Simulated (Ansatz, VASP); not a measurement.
# SiC: VASP beside Ansatz

```
CELL_PARAMETERS angstrom
0.00000 2.17400 2.17400
2.17400 0.00000 2.17400
2.17400 2.17400 0.00000
ATOMIC_POSITIONS crystal
Si 0.00511 0.00511 0.00511
C 0.73805 0.73805 0.73805
```

Change from the starting cell: mode 4 (793.9 1/cm) frozen in, largest displacement -0.090 Å.

Alike in both runs: task single point; functional PBE; k mesh 12 × 12 × 12; occupations gaussian, width 0.05 eV; no spin polarisation.

```csv
,VASP,Ansatz
version,VASP 6.6.1,Ansatz 0.2.0
potentials or method,"VASP PAW PBE potentials, release 64 (Si, C), cutoff 520 eV","scalar-relativistic, plane waves, PAW"
valence electrons in the cell,8,8
```

|  | VASP | Ansatz | Ansatz less VASP |
| --- | --- | --- | --- |
| gap on the k mesh at the Fermi level (eV) | 0.66 | 0.67 | +0.004 |
| least direct gap on the mesh (eV) | 4.29 | 4.29 | +0.003 |
| pressure (GPa) | 6.4 | 6.5 | +0.08 |
| traceless stress, the component that is largest in VASP (GPa) | -3.55 | -3.56 | -0.006 |
| rms of the force components (eV/Å) | 1.091 | 1.091 | -0.0003 |

Atom by atom the forces differ by 0.000 eV/Å (rms over components).
